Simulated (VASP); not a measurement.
A run of VASP 6.6.1 is set up as follows.

INCAR

```
SYSTEM = AlOs
  ALGO = Normal
  EDIFF = 1E-6
  ENCUT = 600
  GGA = CA
  GGA_COMPAT = .FALSE.
  ISIF = 2
  ISMEAR = -1
  LASPH = .TRUE.
  LCHARG = .FALSE.
  LREAL = .FALSE.
  LWAVE = .FALSE.
  NBANDS = 12
  NELM = 120
  PREC = Accurate
  SIGMA = 0.1
```

File KPOINTS:

```
k-points
0
G
  5 5 5
  0 0 0
```

The input POSCAR:

```
AlOs
1.0
    2.9979119800      0.0000000000      0.0000000000
    0.0000000000      2.9979119800      0.0000000000
    0.0000000000      0.0000000000      2.9979119800
Al Os
1 1
Direct
    0.0000000000      0.0000000000      0.0000000000
    0.5000000000      0.5000000000      0.5000000000
```

Potentials or basis: VASP PAW LDA potentials, release 64 (Al, Os).

Launch:

```bash
$ cat potpaw_LDA.64/Al/POTCAR potpaw_LDA.64/Os/POTCAR > POTCAR
$ mpirun -np 1 vasp_std > vasp.out
```

(1) Predict the band gap on the k mesh.

(2) Estimate the pressure.

## Answers

(1) zero (an odd number of electrons rules out a gap without spin polarisation).

(2) -3.9 GPa.

Caveat: the k points lie up to 0.42 Å⁻¹ apart, too coarse for converged energies and pressures of a metal; spin-orbit coupling is left out, which moves the levels of the heavy elements.
